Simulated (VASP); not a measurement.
# MgH2 (P4_2/mnm) in VASP: notebook

Runs on MgH2. Level: LDA. Tasks: single point, relaxation of cell and atoms.

All numbers are computed with VASP 6.6.1; they aren't measurements. Logs are shortened: lines on timing, memory, paths and dates and some standing lists are left out, and cuts for length are marked.

### Step 1. The cell of the first run

It takes space group P4_2/mnm (No. 136, tetragonal). Conventional cell: a = 4.428 Å, b = 4.428 Å, c = 2.973 Å, α = 90.00°, β = 90.00°, γ = 90.00°. Mg (site symmetry mmm) has 6 H at 1.91 to 1.93 Å within 2.5 Å. H (site symmetry m2m) has 3 Mg at 1.91 to 1.93 Å and 1 H at 2.45 Å within 2.5 Å.

### Step 2. Single point, LDA

Input file INCAR:

```
PREC = Accurate
ENCUT = 520
EDIFF = 1E-6
ISMEAR = 0
SIGMA = 0.02
LREAL = False
LASPH = True
NELM = 80
ALGO = Normal
ISIF = 2
LWAVE = False
LCHARG = False
GGA = CA
NBANDS = 13
```

Input file KPOINTS:

```
Automatic mesh
0
Gamma
  6 6 8
```

Input file POSCAR:

```
MgH2
1.0
    4.4283876794      0.0000000000      0.0000000000
    0.0000000000      4.4283876794      0.0000000000
    0.0000000000      0.0000000000      2.9732946544
Mg H
2 4
Direct
    0.0000000000      0.0000000000      0.0000000000
    0.5000000000      0.5000000000      0.5000000000
    0.3043313089      0.3043313089      0.0000000000
    0.1956686911      0.8043313089      0.5000000000
    0.6956686911      0.6956686911      0.0000000000
    0.8043313089      0.1956686911      0.5000000000
```

Potentials or basis: VASP PAW LDA potentials, release 64 (Mg, H).

Command:

```sh
cat potpaw_LDA.64/Mg/POTCAR potpaw_LDA.64/H/POTCAR > POTCAR
mpirun -np 1 vasp_std > vasp.out
```

OUTCAR:

```text
PREC = Accurate
   ENCUT = 520
   EDIFF = 1E-6
   ISMEAR = 0
   LREAL = False
   LASPH = True
   NELM = 80
   ISIF = 2
   GGA = CA

 ion  position               nearest neighbor table
   1  0.000  0.000  0.000-   3 1.91   5 1.91   4 1.93   6 1.93   4 1.93   6 1.93   2 3.47   2 3.47
                             2 3.47   2 3.47   2 3.47   2 3.47   2 3.47   2 3.47
   2  0.500  0.500  0.500-   4 1.91   6 1.91   5 1.93   3 1.93   3 1.93   5 1.93   1 3.47   1 3.47
                             1 3.47   1 3.47   1 3.47   1 3.47   1 3.47   1 3.47
   3  0.304  0.304  0.000-   1 1.91   2 1.93   2 1.93
   4  0.196  0.804  0.500-   2 1.91   1 1.93   1 1.93
   5  0.696  0.696  0.000-   1 1.91   2 1.93   2 1.93
   6  0.804  0.196  0.500-   2 1.91   1 1.93   1 1.93

  LATTYP: Found a simple tetragonal cell.
 ALAT       =     4.4283876794
 C/A-ratio  =     0.6714169738

  Lattice vectors:

 A1 = (   4.4283876794,   0.0000000000,   0.0000000000)
 A2 = (   0.0000000000,   4.4283876794,   0.0000000000)
 A3 = (   0.0000000000,   0.0000000000,   2.9732946544)

Analysis of symmetry for initial positions (statically):
=====================================================================
 Subroutine PRICEL returns:
 Original cell was already a primitive cell.

 Routine SETGRP: Setting up the symmetry group for a
 simple tetragonal supercell.

 Subroutine GETGRP returns: Found 16 space group operations
 (whereof  8 operations were pure point group operations)
 out of a pool of 16 trial point group operations.

The static configuration has the point symmetry D_2h.
 The point group associated with its full space group is D_4h.

Analysis of symmetry for dynamics (positions and initial velocities):
=====================================================================
 Subroutine PRICEL returns:
 Original cell was already a primitive cell.

 Routine SETGRP: Setting up the symmetry group for a
 simple tetragonal supercell.

 Subroutine GETGRP returns: Found 16 space group operations
 (whereof  8 operations were pure point group operations)
 out of a pool of 16 trial point group operations.

The dynamic configuration has the point symmetry D_2h.
 The point group associated with its full space group is D_4h.

 Subroutine INISYM returns: Found 16 space group operations
 (whereof  8 operations are pure point group operations),
 and found     1 'primitive' translations

----------------------------------------------------------------------------------------

                                     Primitive cell

  volume of cell :      58.3081

  direct lattice vectors                    reciprocal lattice vectors
     4.428387679  0.000000000  0.000000000     0.225815821  0.000000000  0.000000000
     0.000000000  4.428387679  0.000000000     0.000000000  0.225815821  0.000000000
     0.000000000  0.000000000  2.973294654     0.000000000  0.000000000  0.336327245

  length of vectors
     4.428387679  4.428387679  2.973294654     0.225815821  0.225815821  0.336327245

  position of ions in fractional coordinates (direct lattice)
     0.000000000  0.000000000  0.000000000
     0.500000000  0.500000000  0.500000000
     0.304331309  0.304331309  0.000000000
     0.195668691  0.804331309  0.500000000
     0.695668691  0.695668691  0.000000000
     0.804331309  0.195668691  0.500000000

  ion indices of the primitive-cell ions
   primitive index   ion index
                 1           1
                 2           2
                 3           3
                 4           4
                 5           5
                 6           6

----------------------------------------------------------------------------------------

 KPOINTS: Automatic mesh

Automatic generation of k-mesh.
 Grid dimensions read from file:
 generate k-points for:    6    6    8

 Generating k-lattice:

  Cartesian coordinates                     Fractional coordinates (reciprocal lattice)
     0.037635970  0.000000000  0.000000000     0.166666667  0.000000000  0.000000000
     0.000000000  0.037635970  0.000000000     0.000000000  0.166666667  0.000000000
     0.000000000  0.000000000  0.042040906     0.000000000  0.000000000  0.125000000

  Length of vectors
     0.037635970  0.037635970  0.042040906

  Shift w.r.t. Gamma in fractional coordinates (k-lattice)
     0.000000000  0.000000000  0.000000000

 Subroutine IBZKPT returns following result:
 ===========================================

 Found     50 irreducible k-points:

 Following reciprocal coordinates:
            Coordinates               Weight
  0.000000  0.000000  0.000000      1.000000
  0.166667  0.000000  0.000000      4.000000
  0.333333  0.000000  0.000000      4.000000
  0.500000  0.000000  0.000000      2.000000
  0.166667  0.166667  0.000000      4.000000
  0.333333  0.166667  0.000000      8.000000
[... 16 lines left out ...]
  0.333333  0.000000  0.250000      8.000000
  0.500000  0.000000  0.250000      4.000000
 [... further k-points ...]
   k-points           NKPTS =     50   k-points in BZ     NKDIM =     50   number of bands    NBANDS=     13
   number of dos      NEDOS =    301   number of ions     NIONS =      6
   total plane-waves  NPLWV =  31104
   dimension x,y,z NGX =    36 NGY =   36 NGZ =   24
   dimension x,y,z NGXF=    72 NGYF=   72 NGZF=   48
   ions per type =               2   4
   NGX,Y,Z   is equivalent  to a cutoff of  13.51, 13.51, 13.42 a.u.
   NGXF,Y,Z  is equivalent  to a cutoff of  27.03, 27.03, 26.84 a.u.
 SYSTEM =  unknown system
   PREC   = accura    normal or accurate (medium, high low for compatibility)
   ISTART =      0    job   : 0-new  1-cont  2-samecut
   ICHARG =      2    charge: 1-file 2-atom 10-const
   ISPIN  =      1    spin polarized calculation?
   LNONCOLLINEAR =      F non collinear calculations
   LSORBIT =      F    spin-orbit coupling
   LASPH  =      T    aspherical Exc in radial PAW
   ENCUT  =  520.0 eV  38.22 Ry    6.18 a.u.   8.23  8.23  5.53*2*pi/ulx,y,z
   NELM   =     80;   NELMIN=  2; NELMDL= -5     # of ELM steps
   EDIFF  = 0.1E-05   stopping-criterion for ELM
   LREAL  =      F    real-space projection
   EDIFFG = 0.1E-04   stopping-criterion for IOM
   NSW    =      0    number of steps for IOM
   IBRION =     -1    ionic relax: 0-MD 1-quasi-New 2-CG
   NFREE  =      0    steps in history (QN), initial steepest desc. (CG)
   ISIF   =      2    stress and relaxation
   ISYM   =      2    0-nonsym 1-usesym 2-fastsym
   POTIM  = 0.5000    time-step for ionic-motion
   TEBEG  =    0.0;   TEEND  =   0.0 temperature during run
   PSTRESS=    0.0 pullay stress
   NELECT =       8.0000    total number of electrons
   NUPDOWN=      -1.0000    fix difference up-down
   EMIN   =  10.00;   EMAX   =-10.00  energy-range for DOS
   EFERMI =   0.00;   METHOD = LEGACY
   ISMEAR =     0;   SIGMA  =   0.02  broadening in eV -4-tet -1-fermi 0-gaus
   EFERMI_NEDOS =   21; number of points for ismear=-14 and -15
   IALGO  =     38    algorithm
   IMIX   =      4    mixing-type and parameters
     AMIX     =   0.40;   BMIX     =  1.00
     AMIX_MAG =   1.60;   BMIX_MAG =  1.00
  volume/ion in A,a.u.               =       9.72        65.58
  Fermi-wavevector in a.u.,A,eV,Ry     =   0.844361  1.595612  9.700224  0.712946
  Thomas-Fermi vector in A             =   1.959377
   LORBIT       =      0    0 simple, 1 ext, 2 COOP (PROOUT), +10 PAW based schemes
   GGA     = CA    functional components
   LHFCALC =     F    Hartree Fock is set to
   AEXX    =    0.0000 exact exchange contribution
   IVDW    =     0    specifies the selected vdW correction
   LEPSILON=     F    determine dielectric tensor
   LRPA    =     F    only Hartree local field effects (RPA)
 non-spin polarized calculation
 Gauss-broadening in eV      SIGMA  =   0.02
  energy-cutoff  :      520.00
  volume of cell :       58.31
 maximum number of plane-waves:      1588
 NGX is ok and might be reduce to    36
   NGX = 17   NGY = 17   NGZ = 11

 number of electron       8.0000001 magnetization

 Free energy of the ion-electron system (eV)
  ---------------------------------------------------
  ext. energy  EPLUGINS =         0.00000000
  ---------------------------------------------------
  free energy    TOTEN  =       -18.89596190 eV

  energy without entropy =      -18.89596190  energy(sigma->0) =      -18.89596190

 E-fermi :  -0.2723     XC(G=0):  -8.9435

 val. band max:       -0.3993101678   @ k =   0.1667   0.1667   0.0000
 cond. band min:       3.1087129681   @ k =   0.3333   0.3333   0.5000
 fundamental gap:      3.5080231359
 Fermi energy:        -0.2722670745

 k-point     1 :       0.0000    0.0000    0.0000
  band No.  band energies     occupation
      1      -7.2754      2.00000
      2      -1.9719      2.00000
      3      -1.9719      2.00000
      4      -0.8833      2.00000
      5       3.9223      0.00000
      6       4.5628      0.00000
      7       8.7225      0.00000
      8       8.7225      0.00000
      9      10.4732      0.00000
     10      10.7362      0.00000
     11      11.6589      0.00000
     12      14.8122      0.00000
     13      14.8122      0.00000

 k-point     2 :       0.1667    0.0000    0.0000
  band No.  band energies     occupation
      1      -7.0821      2.00000
      2      -2.9307      2.00000
      3      -1.8402      2.00000
      4      -0.5039      2.00000
      5       4.1297      0.00000
      6       4.9780      0.00000
      7       7.4159      0.00000
      8       9.2202      0.00000
      9      10.9121      0.00000
     10      11.9438      0.00000
     11      12.2255      0.00000
[... 339 lines left out ...]
 k-point    24 :       0.5000    0.0000    0.2500
  band No.  band energies     occupation
      1      -4.6872      2.00000
      2      -4.6872      2.00000
      3      -0.7450      2.00000
      4      -0.7450      2.00000
      5       5.1672      0.00000
      6       5.1672      0.00000
      7       6.7326      0.00000
      8       6.7326      0.00000
      9       8.9217      0.00000
     10       8.9217      0.00000
     11      12.4146      0.00000
     12      12.4146      0.00000
     13      14.0060      0.00000

 [... further k-points ...]

------------------------ aborting loop because EDIFF is reached ----------------------------------------

  FORCE on cell =-STRESS in cart. coord.  units (eV):
  Direction    XX          YY          ZZ          XY          YZ          ZX
  --------------------------------------------------------------------------------------
  -------------------------------------------------------------------------------------
  Total       -0.1846380     -0.1846380     -0.1775338     -0.0000000      0.0000000      0.0000000
  in kB       -5.0734394     -5.0734394     -4.8782327     -0.0000000      0.0000000      0.0000000
  external PRESSURE =      -5.0083705 kB  Pullay stress =       0.0000000 kB

 VOLUME and BASIS-vectors are now :
 -----------------------------------------------------------------------------
  energy-cutoff  :      520.00
  volume of cell :       58.31
      direct lattice vectors                 reciprocal lattice vectors
     4.428387679  0.000000000  0.000000000     0.225815821  0.000000000  0.000000000
     0.000000000  4.428387679  0.000000000     0.000000000  0.225815821  0.000000000
     0.000000000  0.000000000  2.973294654     0.000000000  0.000000000  0.336327245

 POSITION                                       TOTAL-FORCE (eV/Angst)
 -----------------------------------------------------------------------------------
      0.00000      0.00000      0.00000         0.000000      0.000000      0.000000
      2.21419      2.21419      1.48665         0.000000      0.000000      0.000000
      1.34770      1.34770      0.00000        -0.000582     -0.000582      0.000000
      0.86650      3.56189      1.48665         0.000582     -0.000582      0.000000
      3.08069      3.08069      0.00000         0.000582      0.000582     -0.000000
      3.56189      0.86650      1.48665        -0.000582      0.000582     -0.000000
 -----------------------------------------------------------------------------------
    total drift:                                0.000000     -0.000000     -0.000000

  FREE ENERGIE OF THE ION-ELECTRON SYSTEM (eV)
  ---------------------------------------------------
  free  energy   TOTEN  =       -18.8959619045 eV

  energy  without entropy=      -18.8959619045  energy(sigma->0) =      -18.89596190
```

Run time: 36 s. Hardware: 1 thread of AMD EPYC 7R13, shared host; peak memory 0.14 GiB.

Results:

```yaml
Free_energy: -18.8960 eV
Pressure: -0.5 GPa
Band_gap_on_the_k_mesh: 3.51 eV (least direct gap 4.37 eV)
```

Levels at points of the mesh, in eV from the valence-band top:
| k point | band 1 | band 2 | band 3 | band 4 | band 5 | band 6 | band 7 | band 8 | band 9 |
| --- | --- | --- | --- | --- | --- | --- | --- | --- | --- |
| (0.00, 0.00, 0.00) | -6.88 | -1.57 | -1.57 | -0.48 | 4.32 | 4.96 | 9.12 | 9.12 | 10.87 |
| (0.50, 0.00, 0.00) | -5.18 | -5.18 | -0.55 | -0.55 | 5.09 | 5.09 | 10.06 | 10.06 | 11.83 |
| (0.50, 0.50, 0.00) | -4.02 | -4.02 | -3.01 | -3.01 | 9.12 | 9.12 | 9.29 | 9.29 | 13.23 |
| (0.00, 0.00, 0.50) | -3.30 | -3.30 | -0.09 | -0.09 | 6.24 | 6.24 | 6.56 | 6.56 | 8.55 |
| (0.50, 0.00, 0.50) | -2.47 | -2.47 | -1.24 | -1.24 | 5.00 | 5.00 | 6.67 | 6.67 | 8.54 |
| (0.50, 0.50, 0.50) | -2.03 | -2.03 | -1.07 | -1.07 | 3.61 | 3.61 | 3.79 | 3.79 | 13.14 |

A k mesh can miss the band edges. Expect the measured gap to be larger: semilocal functionals such as LDA lack the derivative discontinuity.

(Continued in part 2 of 2.)
